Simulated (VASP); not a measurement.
Crystal: Pt.

```
Pt
1.0
     2.74830    0.00000    0.00000
    -1.37415    2.38010    0.00000
     0.00000    0.00000    4.74559
Pt
2
Direct
  0.66667 0.33333 0.75000
  0.33333 0.66667 0.25000
```

This isn't the form of Pt at room conditions, which is fcc.

Base run:

* Program: VASP 6.6.1
* Functional: LDA
* Potentials or basis: VASP PAW LDA potentials, release 64 (Pt)
* Cutoff: 520 eV
* k mesh: 21 × 21 × 10
* Occupations: gaussian, width 0.15 eV
* Spin: collinear spin
* Starting moments: [0.5, 0.5] μB
* Fixed moment: 1 μB

Its results: pressure -9.9 GPa; site moments Pt +0.49 μB.

Problem. The run is repeated on the same cell with these changes: fixed moment from 1 μB to 0.8 μB; moments at the start from [0.5, 0.5] to [0.4, 0.4]. What comes out?

Solution. Pressure -10.3 GPa; site moments Pt +0.39 μB.

Caveats: the cell stands under tension; the total moment is fixed, so each spin has its own Fermi level.
